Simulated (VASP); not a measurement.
BAs: relaxation of cell and atoms with PBEsol

BAs:

```xyz
2
Lattice="0.0000 2.3885 2.3885 2.3885 0.0000 2.3885 2.3885 2.3885 0.0000" Properties=species:S:1:pos:R:3 pbc="T T T"
B     0.0000    0.0000    0.0000
As    1.1943    1.1943    1.1943
```

```
Program                : VASP 6.6.1
Task                   : relaxation of cell and atoms
Functional             : PBEsol
Potentials or basis    : VASP PAW PBE potentials, release 64 (B, As)
Cutoff                 : 500 eV
k mesh                 : 6 × 6 × 6
Occupations            : gaussian, width 0.01 eV
Spin                   : no spin polarisation
Dipole correction      : no
Further INCAR settings : ALGO = Normal; EDIFF = 1e-07; IBRION = 2; EDIFFG = -0.01; NSW = 80; ISIF = 3
```

```
Pressure after relaxing : 0.1 GPa
Band gap on the k mesh  : 1.18 eV, indirect (least direct gap 3.24 eV)
```

Final structure:
```
B As
1.0
     0.00000    2.38850    2.38850
     2.38850    0.00000    2.38850
     2.38850    2.38850    0.00000
B As
1 1
Direct
  0.00000 0.00000 0.00000
  0.25000 0.25000 0.25000
```

Levels at points of the mesh, in eV from the valence-band top:
```tsv
k point	band 2	band 3	band 4	band 5	band 6	band 7
(0.00, 0.00, 0.00)	0.00	0.00	0.00	3.24	3.24	3.24
(0.50, 0.00, 0.00)	-8.84	-1.83	-1.83	2.65	4.72	4.72
(0.50, 0.50, 0.00)	-8.53	-4.11	-4.11	1.31	1.33	11.34
```

Wall time 3.3 s on 1 thread of Intel(R) Xeon(R) 6975P-C (Granite Rapids), on a shared host, peak memory 0.15 GiB.

Caveat: the relaxation stopped at its first step, so nothing moved; the PAW data sets were made with another functional, which shifts forces and pressure a little. PBEsol gaps usually lie below the measured ones, often by a third to a half.
